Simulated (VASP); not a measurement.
# Nb (Pm-3m) in VASP: notebook

Runs on Nb. Level: PBE. Tasks: relaxation of cell and atoms.

Everything below comes from runs of VASP 6.6.1. Logs are shortened: lines on timing, memory, paths and dates and some standing lists are left out, and cuts for length are marked.

### Step 1. The cell of the first run

The structure is cubic, space group Pm-3m (No. 221). Conventional cell: a = 2.578 Å, b = 2.578 Å, c = 2.578 Å, α = 90.00°, β = 90.00°, γ = 90.00°. Nb (site symmetry m-3m) has 6 Nb at 2.58 Å within 3.4 Å.

### Step 2. Relaxation of cell and atoms, PBE, target pressure 28 GPa, at which the enthalpy is minimised

File INCAR:

```
SYSTEM = Nb
ALGO = Normal
EDIFF = 1E-6
EDIFFG = -0.005
ENCUT = 600
GGA = PE
IBRION = 2
ISIF = 3
ISMEAR = -1
LASPH = .TRUE.
LCHARG = .FALSE.
LREAL = .FALSE.
LWAVE = .FALSE.
NELM = 80
NSW = 32
PREC = Accurate
PSTRESS = 280.0
SIGMA = 0.08
```

File KPOINTS:

```
k-points
0
G
  15 15 15
  0 0 0
```

File POSCAR:

```
Nb
1.0
    2.5783943834      0.0000000000      0.0000000000
    0.0000000000      2.5783943834      0.0000000000
    0.0000000000      0.0000000000      2.5783943834
Nb
1
Direct
    0.0000000000      0.0000000000      0.0000000000
```

Potentials or basis: VASP PAW PBE potentials, release 64 (Nb_sv).

Command:

```
$ cat potpaw_PBE.64/Nb_sv/POTCAR > POTCAR
$ mpirun -np 1 vasp_std > vasp.out
```

OUTCAR:

```text
SYSTEM = Nb
   EDIFF = 1E-6
   EDIFFG = -0.005
   ENCUT = 600
   GGA = PE
   IBRION = 2
   ISIF = 3
   ISMEAR = -1
   LASPH = .TRUE.
   LREAL = .FALSE.
   NELM = 80
   NSW = 32
   PREC = Accurate
   PSTRESS = 280.0

 ion  position               nearest neighbor table
   1  0.000  0.000  0.000-

  LATTYP: Found a simple cubic cell.
 ALAT       =     2.5783943834

  Lattice vectors:

 A1 = (   2.5783943834,   0.0000000000,   0.0000000000)
 A2 = (   0.0000000000,   2.5783943834,   0.0000000000)
 A3 = (   0.0000000000,   0.0000000000,   2.5783943834)

Analysis of symmetry for initial positions (statically):
=====================================================================
 Subroutine PRICEL returns:
 Original cell was already a primitive cell.

 Routine SETGRP: Setting up the symmetry group for a
 simple cubic supercell.

 Subroutine GETGRP returns: Found 48 space group operations
 (whereof 48 operations were pure point group operations)
 out of a pool of 48 trial point group operations.

The static configuration has the point symmetry O_h .

Analysis of symmetry for dynamics (positions and initial velocities):
=====================================================================
 Subroutine PRICEL returns:
 Original cell was already a primitive cell.

 Routine SETGRP: Setting up the symmetry group for a
 simple cubic supercell.

 Subroutine GETGRP returns: Found 48 space group operations
 (whereof 48 operations were pure point group operations)
 out of a pool of 48 trial point group operations.

The dynamic configuration has the point symmetry O_h .

 Subroutine INISYM returns: Found 48 space group operations
 (whereof 48 operations are pure point group operations),
 and found     1 'primitive' translations

----------------------------------------------------------------------------------------

                                     Primitive cell

  volume of cell :      17.1415

  direct lattice vectors                    reciprocal lattice vectors
     2.578394383  0.000000000  0.000000000     0.387838263  0.000000000  0.000000000
     0.000000000  2.578394383  0.000000000     0.000000000  0.387838263  0.000000000
     0.000000000  0.000000000  2.578394383     0.000000000  0.000000000  0.387838263

  length of vectors
     2.578394383  2.578394383  2.578394383     0.387838263  0.387838263  0.387838263

  position of ions in fractional coordinates (direct lattice)
     0.000000000  0.000000000  0.000000000

  ion indices of the primitive-cell ions
   primitive index   ion index
                 1           1

----------------------------------------------------------------------------------------

 KPOINTS: k-points

Automatic generation of k-mesh.
 Grid dimensions read from file:
 generate k-points for:   15   15   15

 Generating k-lattice:

  Cartesian coordinates                     Fractional coordinates (reciprocal lattice)
     0.025855884  0.000000000  0.000000000     0.066666667  0.000000000  0.000000000
     0.000000000  0.025855884  0.000000000     0.000000000  0.066666667  0.000000000
     0.000000000  0.000000000  0.025855884     0.000000000  0.000000000  0.066666667

  Length of vectors
     0.025855884  0.025855884  0.025855884

  Shift w.r.t. Gamma in fractional coordinates (k-lattice)
     0.000000000  0.000000000  0.000000000

 Subroutine IBZKPT returns following result:
 ===========================================

 Found    120 irreducible k-points:

 Following reciprocal coordinates:
            Coordinates               Weight
  0.000000  0.000000  0.000000      1.000000
  0.066667  0.000000  0.000000      6.000000
  0.133333  0.000000  0.000000      6.000000
  0.200000  0.000000  0.000000      6.000000
  0.266667  0.000000  0.000000      6.000000
  0.333333  0.000000  0.000000      6.000000
[... 16 lines left out ...]
  0.266667  0.200000  0.000000     24.000000
  0.333333  0.200000  0.000000     24.000000
 [... further k-points ...]
   k-points           NKPTS =    120   k-points in BZ     NKDIM =    120   number of bands    NBANDS=     10
   number of dos      NEDOS =    301   number of ions     NIONS =      1
   total plane-waves  NPLWV =  13824
   dimension x,y,z NGX =    24 NGY =   24 NGZ =   24
   dimension x,y,z NGXF=    48 NGYF=   48 NGZF=   48
   ions per type =               1
   NGX,Y,Z   is equivalent  to a cutoff of  15.47, 15.47, 15.47 a.u.
   NGXF,Y,Z  is equivalent  to a cutoff of  30.95, 30.95, 30.95 a.u.
 SYSTEM =  Nb
   PREC   = accura    normal or accurate (medium, high low for compatibility)
   ISTART =      0    job   : 0-new  1-cont  2-samecut
   ICHARG =      2    charge: 1-file 2-atom 10-const
   ISPIN  =      1    spin polarized calculation?
   LNONCOLLINEAR =      F non collinear calculations
   LSORBIT =      F    spin-orbit coupling
   LASPH  =      T    aspherical Exc in radial PAW
   ENCUT  =  600.0 eV  44.10 Ry    6.64 a.u.   5.15  5.15  5.15*2*pi/ulx,y,z
   NELM   =     80;   NELMIN=  2; NELMDL= -5     # of ELM steps
   EDIFF  = 0.1E-05   stopping-criterion for ELM
   LREAL  =      F    real-space projection
   EDIFFG = -.5E-02   stopping-criterion for IOM
   NSW    =     32    number of steps for IOM
   IBRION =      2    ionic relax: 0-MD 1-quasi-New 2-CG
   NFREE  =      1    steps in history (QN), initial steepest desc. (CG)
   ISIF   =      3    stress and relaxation
   ISYM   =      2    0-nonsym 1-usesym 2-fastsym
   POTIM  = 0.5000    time-step for ionic-motion
   TEBEG  =    0.0;   TEEND  =   0.0 temperature during run
   PSTRESS=  280.0 pullay stress
   NELECT =      13.0000    total number of electrons
   NUPDOWN=      -1.0000    fix difference up-down
   EMIN   =  10.00;   EMAX   =-10.00  energy-range for DOS
   EFERMI =   0.00;   METHOD = LEGACY
   ISMEAR =    -1;   SIGMA  =   0.08  broadening in eV -4-tet -1-fermi 0-gaus
   EFERMI_NEDOS =   21; number of points for ismear=-14 and -15
   IALGO  =     38    algorithm
   IMIX   =      4    mixing-type and parameters
     AMIX     =   0.40;   BMIX     =  1.00
     AMIX_MAG =   1.60;   BMIX_MAG =  1.00
  volume/ion in A,a.u.               =      17.14       115.68
  Fermi-wavevector in a.u.,A,eV,Ry     =   1.492932  2.821232 30.325277  2.228845
  Thomas-Fermi vector in A             =   2.605397
   LORBIT       =      0    0 simple, 1 ext, 2 COOP (PROOUT), +10 PAW based schemes
   GGA     = PE    functional components
   LHFCALC =     F    Hartree Fock is set to
   AEXX    =    0.0000 exact exchange contribution
   IVDW    =     0    specifies the selected vdW correction
   LEPSILON=     F    determine dielectric tensor
   LRPA    =     F    only Hartree local field effects (RPA)
 conjugate gradient relaxation of ions
 non-spin polarized calculation
  energy-cutoff  :      600.00
  volume of cell :       17.14
 maximum number of plane-waves:       588
 NGX is ok and might be reduce to    24
   NGX = 11   NGY = 11   NGZ = 11

 number of electron      13.0000000 magnetization

 Free energy of the ion-electron system (eV)
  ---------------------------------------------------
  ext. energy  EPLUGINS =         0.00000000
  ---------------------------------------------------
  free energy    TOTEN  =        -9.00271738 eV

  energy without entropy =       -8.97405621  energy(sigma->0) =       -8.98838679

 E-fermi :  12.0266     XC(G=0): -12.6392

 val. band max:       12.0244644953   @ k =   0.4667   0.2000   0.0667
 cond. band min:      12.0300969378   @ k =   0.2667   0.2000   0.2000
 fundamental gap:      0.0056324425
 Fermi energy:        12.0265988853

 k-point     1 :       0.0000    0.0000    0.0000
  band No.  band energies     occupation
      1     -42.6605      2.00000
      2     -17.5233      2.00000
      3     -17.5233      2.00000
      4     -17.5233      2.00000
      5       6.1018      2.00000
      6       8.5561      2.00000
      7       8.5561      2.00000
      8      18.1475      0.00000
      9      18.1475      0.00000
     10      18.1475      0.00000

 k-point     2 :       0.0667    0.0000    0.0000
  band No.  band energies     occupation
      1     -42.6468      2.00000
      2     -17.6320      2.00000
      3     -17.5141      2.00000
      4     -17.5141      2.00000
      5       6.2531      2.00000
      6       8.5973      2.00000
      7       8.7444      2.00000
      8      17.8813      0.00000
      9      17.8813      0.00000
     10      18.1655      0.00000

 k-point     3 :       0.1333    0.0000    0.0000
  band No.  band energies     occupation
      1     -42.6075      2.00000
      2     -17.9323      2.00000
      3     -17.4880      2.00000
      4     -17.4880      2.00000
      5       6.6532      2.00000
      6       8.7162      2.00000
      7       9.3145      2.00000
      8      17.2076      0.00000
      9      17.2076      0.00000
     10      18.2168      0.00000

 k-point     4 :       0.2000    0.0000    0.0000
  band No.  band energies     occupation
      1     -42.5491      2.00000
      2     -18.3573      2.00000
      3     -17.4493      2.00000
      4     -17.4493      2.00000
      5       7.1947      2.00000
      6       8.8983      2.00000
      7      10.2288      2.00000
      8      16.3634      0.00000
      9      16.3634      0.00000
     10      18.2934      0.00000
[... 222 lines left out ...]
 k-point    22 :       0.2000    0.2000    0.0000
  band No.  band energies     occupation
      1     -42.4392      2.00000
      2     -18.2964      2.00000
      3     -18.2324      2.00000
      4     -17.3769      2.00000
      5       8.1516      2.00000
      6       9.9032      2.00000
      7      11.0777      1.99999
      8      14.6685      0.00000
      9      16.3599      0.00000
     10      16.8370      0.00000

 k-point    23 :       0.2667    0.2000    0.0000
  band No.  band energies     occupation
      1     -42.3720      2.00000
      2     -18.7225      2.00000
      3     -18.2059      2.00000
      4     -17.3331      2.00000
      5       8.5982      2.00000
      6      10.1131      2.00000
      7      11.8440      1.81491
      8      14.3905      0.00000
      9      15.7403      0.00000
     10      16.7919      0.00000

 k-point    24 :       0.3333    0.2000    0.0000
  band No.  band energies     occupation
      1     -42.3068      2.00000
      2     -19.1390      2.00000
      3     -18.1527      2.00000
      4     -17.2909      2.00000
      5       9.0237      2.00000
      6      10.1581      2.00000
      7      12.0959      0.59199
      8      15.0174      0.00000
      9      15.0914      0.00000
     10      16.8959      0.00000

 [... further k-points ...]
[... 5 lines left out ...]
  --------------------------------------------------------------------------------------
  -------------------------------------------------------------------------------------
  Total        2.9956302      2.9956302      2.9956302      0.0000000      0.0000000     -0.0000000
  in kB      279.9953009    279.9953009    279.9953009      0.0000000      0.0000000     -0.0000000
  external PRESSURE =      -0.0046991 kB  Pullay stress =     280.0000000 kB

 VOLUME and BASIS-vectors are now :
 -----------------------------------------------------------------------------
  energy-cutoff  :      600.00
  volume of cell :       17.14
      direct lattice vectors                 reciprocal lattice vectors
     2.578394383  0.000000000  0.000000000     0.387838263  0.000000000  0.000000000
     0.000000000  2.578394383  0.000000000     0.000000000  0.387838263  0.000000000
     0.000000000  0.000000000  2.578394383     0.000000000  0.000000000  0.387838263

 POSITION                                       TOTAL-FORCE (eV/Angst)
 -----------------------------------------------------------------------------------
      0.00000      0.00000      0.00000         0.000000      0.000000      0.000000
 -----------------------------------------------------------------------------------
    total drift:                                0.000000     -0.000000      0.000000

  FREE ENERGIE OF THE ION-ELECTRON SYSTEM (eV)
  ---------------------------------------------------
  free  energy   TOTEN  =        -9.0027173763 eV

  energy  without entropy=       -8.9740562137  energy(sigma->0) =       -8.98838679

  enthalpy is  TOTEN    =        -6.0070369045 eV   P V=        2.9956804718

 reached required accuracy - stopping structural energy minimisation
```

It took 19 s on 1 thread of Intel Xeon Platinum 8259CL at 2.50GHz (Skylake/Cascade Lake), shared host; peak memory 0.15 GiB.

Results:

- Free energy: -9.0027 eV
- Pressure after relaxing: 28.0 GPa

Final structure:
```yaml
crystal:
  lattice:
    - [2.57839, 0.00000, 0.00000]
    - [0.00000, 2.57839, 0.00000]
    - [0.00000, 0.00000, 2.57839]
  atoms:
    - { symbol: Nb, position: [0.00000, 0.00000, 0.00000] }
```

Levels at points of the mesh, in eV from the Fermi level:
| k point | band 5 | band 6 | band 7 | band 8 | band 9 | band 10 |
| --- | --- | --- | --- | --- | --- | --- |
| (0.00, 0.00, 0.00) | -5.92 | -3.47 | -3.47 | 6.12 | 6.12 | 6.12 |

Caveat: the relaxation stopped at its first step, so nothing moved; the cell is relaxed towards a set pressure, so the enthalpy falls and the energy may rise.

[end of part 1 of 2]
